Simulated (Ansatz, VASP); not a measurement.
# Sn: VASP beside Ansatz

```
Sn
1.0
    -2.00869    2.00869    1.64398
     2.00869   -2.00869    1.64398
     2.00869    2.00869   -1.64398
Sn
1
Cartesian
  0.0000 0.0000 0.0000
```

Change from the starting cell: volume scaled by 0.97.

Alike in both runs: task single point; functional PBE; k mesh 16 × 16 × 16; occupations fermi-dirac, width 0.05 eV; no spin polarisation.

|  | VASP | Ansatz |
| --- | --- | --- |
| version | VASP 6.6.1 | Ansatz 0.2.0 |
| potentials or method | VASP PAW PBE potentials, release 64 (Sn_d), cutoff 520 eV | all-electron LAPW, scalar-relativistic |

|  | VASP | Ansatz | Ansatz less VASP |
| --- | --- | --- | --- |
| pressure (GPa) | 2.6 | 2.7 | +0.04 |
| traceless stress, the component that is largest in VASP (GPa) | 0.71 | 0.71 | +0.002 |

Ansatz ran all-electron here, and VASP with PAW potentials.
